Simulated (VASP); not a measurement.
# PbO (P4/nmm) in VASP: single point with PBEsol

Aim: the single point of PbO with PBEsol.

Program: VASP 6.6.1. These are calculated values, not measurements. Logs are shortened: lines on timing, memory, paths and dates and some standing lists are left out, and cuts for length are marked.

**1. The cell of the first run**

Symmetry: P4/nmm, No. 129, tetragonal system. The conventional cell has a = 4.043 Å, b = 4.043 Å, c = 5.095 Å, α = 90.00°, β = 90.00°, γ = 90.00°. Within 3.1 Å of Pb (site symmetry 4mm) lie 4 O at 2.35 Å. Within 3.1 Å of O (site symmetry -4m2) lie 4 Pb at 2.35 Å and 4 O at 2.86 Å.

**2. Single point, PBEsol, non-collinear spin, zero start, spin-orbit coupling (volume scaled by 1.05)**

The input, INCAR:

```
SYSTEM = PbO
  PREC = Accurate
  ENCUT = 520
  EDIFF = 1E-6
  ISMEAR = 0
  SIGMA = 0.05
  LREAL = .FALSE.
  LASPH = .TRUE.
  NELM = 150
  ALGO = Normal
  ISIF = 2
  LWAVE = .FALSE.
  LCHARG = .FALSE.
  MAGMOM = 0 0 0 0 0 0 0 0 0 0 0 0
  LORBIT = 11
  LSORBIT = .TRUE.
  GGA_COMPAT = .FALSE.
  LORBMOM = .TRUE.
  GGA = PS
  NBANDS = 54
```

The input, KPOINTS:

```
regular mesh
0
G
  6 6 4
  0 0 0
```

The input, POSCAR:

```
PbO
1.0
    4.0433065244      0.0000000000      0.0000000000
    0.0000000000      4.0433065244      0.0000000000
    0.0000000000      0.0000000000      5.0949027804
Pb O
2 2
Direct
    0.5000000000      0.0000000000      0.2368000000
    0.0000000000      0.5000000000      0.7632000000
    0.0000000000      0.0000000000      0.0000000000
    0.5000000000      0.5000000000      0.0000000000
```

Potentials or basis: VASP PAW PBE potentials, release 64 (Pb_d, O).

Run with:

```bash
> cat potpaw_PBE.64/Pb_d/POTCAR potpaw_PBE.64/O/POTCAR > POTCAR
> mpirun -np 1 vasp_ncl > vasp.out
```

OUTCAR:

```text
SYSTEM = PbO
   PREC = Accurate
   ENCUT = 520
   EDIFF = 1E-6
   ISMEAR = 0
   LREAL = .FALSE.
   LASPH = .TRUE.
   NELM = 150
   ISIF = 2
   LORBIT = 11
   LSORBIT = .TRUE.
   GGA = PS

 ion  position               nearest neighbor table
   1  0.500  0.000  0.237-   3 2.35   4 2.35   4 2.35   3 2.35   2 3.74   2 3.74   2 3.74   2 3.74
                             2 3.92   2 3.92   2 3.92   2 3.92
   2  0.000  0.500  0.763-   3 2.35   4 2.35   3 2.35   4 2.35   1 3.74   1 3.74   1 3.74   1 3.74
                             1 3.92   1 3.92   1 3.92   1 3.92
   3  0.000  0.000  0.000-   1 2.35   2 2.35   2 2.35   1 2.35
   4  0.500  0.500  0.000-   1 2.35   2 2.35   1 2.35   2 2.35

  LATTYP: Found a simple tetragonal cell.
 ALAT       =     4.0433065244
 C/A-ratio  =     1.2600832387

  Lattice vectors:

 A1 = (   4.0433065244,   0.0000000000,   0.0000000000)
 A2 = (   0.0000000000,   4.0433065244,   0.0000000000)
 A3 = (   0.0000000000,   0.0000000000,   5.0949027804)

Analysis of symmetry for initial positions (statically):
=====================================================================
 Subroutine PRICEL returns:
 Original cell was already a primitive cell.

 Routine SETGRP: Setting up the symmetry group for a
 simple tetragonal supercell.

 Subroutine GETGRP returns: Found 16 space group operations
 (whereof  8 operations were pure point group operations)
 out of a pool of 16 trial point group operations.

The static configuration has the point symmetry D_2d.
 The point group associated with its full space group is D_4h.

Analysis of symmetry for dynamics (positions and initial velocities):
=====================================================================
 Subroutine PRICEL returns:
 Original cell was already a primitive cell.

 Routine SETGRP: Setting up the symmetry group for a
 simple tetragonal supercell.

 Subroutine GETGRP returns: Found 16 space group operations
 (whereof  8 operations were pure point group operations)
 out of a pool of 16 trial point group operations.

The dynamic configuration has the point symmetry D_2d.
 The point group associated with its full space group is D_4h.

Analysis of structural, dynamic, and magnetic symmetry:
=====================================================================
 Subroutine PRICEL returns:
 Original cell was already a primitive cell.

 Routine SETGRP: Setting up the symmetry group for a
 simple tetragonal supercell.

 Subroutine GETGRP returns: Found 16 space group operations
 (whereof  8 operations were pure point group operations)
 out of a pool of 16 trial point group operations.

The overall configuration has the point symmetry D_2d.
 The point group associated with its full space group is D_4h.

 Subroutine INISYM returns: Found 16 space group operations
 (whereof  8 operations are pure point group operations),
 and found     1 'primitive' translations

----------------------------------------------------------------------------------------

                                     Primitive cell

  volume of cell :      83.2931

  direct lattice vectors                    reciprocal lattice vectors
     4.043306524  0.000000000  0.000000000     0.247322332  0.000000000  0.000000000
     0.000000000  4.043306524  0.000000000     0.000000000  0.247322332  0.000000000
     0.000000000  0.000000000  5.094902780     0.000000000  0.000000000  0.196274599

  length of vectors
     4.043306524  4.043306524  5.094902780     0.247322332  0.247322332  0.196274599

  position of ions in fractional coordinates (direct lattice)
     0.500000000  0.000000000  0.236800000
     0.000000000  0.500000000  0.763200000
     0.000000000  0.000000000  0.000000000
     0.500000000  0.500000000  0.000000000

  ion indices of the primitive-cell ions
   primitive index   ion index
                 1           1
                 2           2
                 3           3
                 4           4

----------------------------------------------------------------------------------------

 KPOINTS: regular mesh

Automatic generation of k-mesh.
 Grid dimensions read from file:
 generate k-points for:    6    6    4

 Generating k-lattice:

  Cartesian coordinates                     Fractional coordinates (reciprocal lattice)
     0.041220389  0.000000000  0.000000000     0.166666667  0.000000000  0.000000000
     0.000000000  0.041220389  0.000000000     0.000000000  0.166666667  0.000000000
     0.000000000  0.000000000  0.049068650     0.000000000  0.000000000  0.250000000

  Length of vectors
     0.041220389  0.041220389  0.049068650

  Shift w.r.t. Gamma in fractional coordinates (k-lattice)
     0.000000000  0.000000000  0.000000000

 Subroutine IBZKPT returns following result:
 ===========================================
[... 67 lines left out ...]
     AMIX     =   0.40;   BMIX     =  1.00
     AMIX_MAG =   1.60;   BMIX_MAG =  1.00
  volume/ion in A,a.u.               =      20.82       140.52
  Fermi-wavevector in a.u.,A,eV,Ry     =   1.282011  2.422649 22.361885  1.643552
  Thomas-Fermi vector in A             =   2.414347
   LORBIT       =     11    0 simple, 1 ext, 2 COOP (PROOUT), +10 PAW based schemes
   GGA     = PS    functional components
   LHFCALC =     F    Hartree Fock is set to
   AEXX    =    0.0000 exact exchange contribution
   IVDW    =     0    specifies the selected vdW correction
   LEPSILON=     F    determine dielectric tensor
   LRPA    =     F    only Hartree local field effects (RPA)
 Gauss-broadening in eV      SIGMA  =   0.05
  energy-cutoff  :      520.00
  volume of cell :       83.29
 maximum number of plane-waves:      4518
   NGX = 15   NGY = 15   NGZ = 19

 number of electron      40.0000006 magnetization      -0.0000000     -0.0000000     -0.0000000

 number of electron      40.0000006 magnetization       0.0000000      0.0000000      0.0000000

 number of electron      40.0000006 magnetization      -0.0000000      0.0000000      0.0000000

 number of electron      40.0000006 magnetization      -0.0000000      0.0000000     -0.0000000

 Free energy of the ion-electron system (eV)
  ---------------------------------------------------
  ext. energy  EPLUGINS =         0.00000000
  ---------------------------------------------------
  free energy    TOTEN  =       -23.59490481 eV

  energy without entropy =      -23.59490481  energy(sigma->0) =      -23.59490481

 E-fermi :   4.5660     XC(G=0):  -9.8358

 val. band max:        4.3510660721   @ k =   0.0000   0.0000   0.0000
 cond. band min:       5.5692698098   @ k =   0.5000   0.5000   0.0000
 fundamental gap:      1.2182037376
 Fermi energy:         4.5659597506

 k-point     1 :       0.0000    0.0000    0.0000
  band No.  band energies     occupation
      1     -13.5477      1.00000
      2     -13.5477      1.00000
      3     -13.4480      1.00000
      4     -13.4480      1.00000
      5     -12.8431      1.00000
      6     -12.8431      1.00000
[... 1309 lines left out ...]
     51      11.7612      0.00000
     52      11.7612      0.00000

 [... further k-points ...]

 [bands above 52 left out]

------------------------ aborting loop because EDIFF is reached ----------------------------------------

  FORCE on cell =-STRESS in cart. coord.  units (eV):
  Direction    XX          YY          ZZ          XY          YZ          ZX
  --------------------------------------------------------------------------------------
  -------------------------------------------------------------------------------------
  Total       -1.8579422     -1.8579422     -1.4960911      0.0000000     -0.0000000      0.0000000
  in kB      -35.7382726    -35.7382726    -28.7779200      0.0000000     -0.0000000      0.0000000
  external PRESSURE =     -33.4181551 kB  Pullay stress =       0.0000000 kB

 VOLUME and BASIS-vectors are now :
 -----------------------------------------------------------------------------
  energy-cutoff  :      520.00
  volume of cell :       83.29
      direct lattice vectors                 reciprocal lattice vectors
     4.043306524  0.000000000  0.000000000     0.247322332  0.000000000  0.000000000
     0.000000000  4.043306524  0.000000000     0.000000000  0.247322332  0.000000000
     0.000000000  0.000000000  5.094902780     0.000000000  0.000000000  0.196274599

 POSITION                                       TOTAL-FORCE (eV/Angst)
 -----------------------------------------------------------------------------------
      2.02165      0.00000      1.20647        -0.000000     -0.000000     -0.559371
      0.00000      2.02165      3.88843         0.000000     -0.000000      0.559371
      0.00000      0.00000      0.00000         0.000000      0.000000      0.000000
      2.02165      2.02165      0.00000         0.000000     -0.000000      0.000000
 -----------------------------------------------------------------------------------
    total drift:                                0.000000      0.000000     -0.000000

  FREE ENERGIE OF THE ION-ELECTRON SYSTEM (eV)
  ---------------------------------------------------
  free  energy   TOTEN  =       -23.5949048097 eV

  energy  without entropy=      -23.5949048097  energy(sigma->0) =      -23.59490481

 orbital moment (x)

 # of ion     p       d       tot
 ----------------------------------------
  1         0.000   0.000   0.000
  2         0.000   0.000   0.000
  3         0.000   0.000   0.000
  4         0.000   0.000   0.000
 ----------------------------------------
            0.000   0.000   0.000

 orbital moment (y)

 # of ion     p       d       tot
 ----------------------------------------
  1        -0.000  -0.000  -0.000
  2         0.000   0.000   0.000
  3         0.000   0.000   0.000
  4        -0.000   0.000  -0.000
 ----------------------------------------
           -0.000   0.000  -0.000

 orbital moment (z)

 # of ion     p       d       tot
 ----------------------------------------
  1         0.000  -0.000  -0.000
  2         0.000  -0.000  -0.000
  3        -0.000   0.000  -0.000
  4         0.000   0.000   0.000
 ----------------------------------------
           -0.000  -0.000  -0.000

 Spin-Orbit-Coupling matrix elements

 Ion:    1  E_soc:     -0.7801959
 l=   1
     0.0000000    -0.0669426    -0.0566091
    -0.0669426     0.0000000    -0.0669426
    -0.0566091    -0.0669426     0.0000000
 l=   2
     0.0000000    -0.0133976     0.0000000    -0.0133976    -0.0526101
    -0.0133976     0.0000000    -0.0404582    -0.0129750    -0.0131534
     0.0000000    -0.0404582     0.0000000    -0.0404582     0.0000000
    -0.0133976    -0.0129750    -0.0404582     0.0000000    -0.0131534
    -0.0526101    -0.0131534     0.0000000    -0.0131534     0.0000000
 l=   3
     0.0000000     0.0000000     0.0000000     0.0000000     0.0000000     0.0000000     0.0000000
     0.0000000     0.0000000     0.0000000     0.0000000     0.0000000     0.0000000     0.0000000
     0.0000000     0.0000000     0.0000000     0.0000000     0.0000000     0.0000000     0.0000000
     0.0000000     0.0000000     0.0000000     0.0000000     0.0000000     0.0000000     0.0000000
[... 49 lines left out ...]
 l=   2
     0.0000000     0.0000000     0.0000000     0.0000000     0.0000000
     0.0000000     0.0000000     0.0000000     0.0000000     0.0000000
     0.0000000     0.0000000     0.0000000     0.0000000     0.0000000
     0.0000000     0.0000000     0.0000000     0.0000000     0.0000000
     0.0000000     0.0000000     0.0000000     0.0000000     0.0000000
 l=   3
     0.0000000     0.0000000     0.0000000     0.0000000     0.0000000     0.0000000     0.0000000
     0.0000000     0.0000000     0.0000000     0.0000000     0.0000000     0.0000000     0.0000000
     0.0000000     0.0000000     0.0000000     0.0000000     0.0000000     0.0000000     0.0000000
     0.0000000     0.0000000     0.0000000     0.0000000     0.0000000     0.0000000     0.0000000
     0.0000000     0.0000000     0.0000000     0.0000000     0.0000000     0.0000000     0.0000000
     0.0000000     0.0000000     0.0000000     0.0000000     0.0000000     0.0000000     0.0000000
     0.0000000     0.0000000     0.0000000     0.0000000     0.0000000     0.0000000     0.0000000

 total charge

# of ion       s       p       d       tot
------------------------------------------
    1        1.367   0.615   9.871  11.854
    2        1.367   0.615   9.871  11.854
    3        1.575   3.343   0.000   4.918
    4        1.575   3.343   0.000   4.918
--------------------------------------------------
tot          5.885   7.916  19.742  33.543

 magnetization (x)

# of ion       s       p       d       tot
------------------------------------------
    1        0.000   0.000   0.000   0.000
    2        0.000   0.000   0.000   0.000
    3        0.000   0.000   0.000   0.000
    4        0.000  -0.000   0.000  -0.000
--------------------------------------------------
tot          0.000  -0.000   0.000  -0.000

 magnetization (y)

# of ion       s       p       d       tot
------------------------------------------
    1       -0.000   0.000   0.000  -0.000
    2        0.000   0.000   0.000   0.000
    3        0.000  -0.000   0.000  -0.000
    4        0.000  -0.000   0.000  -0.000
--------------------------------------------------
tot         -0.000  -0.000   0.000  -0.000

 magnetization (z)

# of ion       s       p       d       tot
------------------------------------------
    1        0.000   0.000   0.000   0.000
    2        0.000   0.000   0.000   0.000
    3        0.000   0.000   0.000   0.000
    4        0.000   0.000   0.000   0.000
--------------------------------------------------
tot          0.000   0.000   0.000   0.000
```

It took 6.6 min on 1 thread of Intel Xeon Platinum 8259CL at 2.50GHz (Skylake/Cascade Lake), shared host; peak memory 0.43 GiB.

What came out:

```
Free energy                                           : -23.5949 eV
Pressure                                              : -3.3 GPa
Largest force                                         : 0.559 eV/Å
Net moment                                            : 0.00 μB per cell
Valence electrons inside the program's atomic spheres : Pb 11.85; O 4.92
```

Forces in eV/Å, atoms in the order of the input:
```
Pb   0.000  0.000 -0.559
Pb   0.000  0.000  0.559
O    0.000  0.000  0.000
O    0.000  0.000  0.000
```

Moments on the atoms (μB; x, y, z):
```
Pb  0.00 0.00 0.00
Pb  0.00 0.00 0.00
O   0.00 0.00 0.00
O   0.00 0.00 0.00
```

Caveat: the PAW data sets were made with another functional, which shifts forces and pressure a little.
